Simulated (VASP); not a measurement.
A run of VASP 6.6.1:

The input INCAR:

```
SYSTEM = InAs
PREC = Accurate
ENCUT = 520
EDIFF = 1E-7
ISMEAR = 0
SIGMA = 0.15
LREAL = .FALSE.
LASPH = .TRUE.
NELM = 80
ALGO = Normal
ISIF = 2
LWAVE = .FALSE.
LCHARG = .TRUE.
GGA = PE
LELF = .TRUE.
LVHAR = .TRUE.
NBANDS = 16
```

File KPOINTS:

```
Automatic mesh
0
G
  10 10 10
  0 0 0
```

POSCAR

```
InAs
1.0
    0.0000000000      3.0933796584      3.0933796584
    3.0933796584      0.0000000000      3.0933796584
    3.0933796584      3.0933796584      0.0000000000
In As
1 1
Direct
    0.0000000000      0.0000000000      0.0000000000
    0.7500000000      0.7500000000      0.7500000000
```

Potentials or basis: VASP PAW PBE potentials, release 64 (In_d, As).

The run is started by

```sh
$ cat potpaw_PBE.64/In_d/POTCAR potpaw_PBE.64/As/POTCAR > POTCAR
$ mpirun -np 1 vasp_std > vasp.out
```

Hardware: 1 thread of Intel Xeon 6975P-C (shared host).

Question: Estimate the wall time of this run.

Answer: It took 73 s on 1 thread of Intel Xeon 6975P-C, with other jobs on the host, peak memory 0.22 GiB. Counts: scf iterations 16, k points 47.
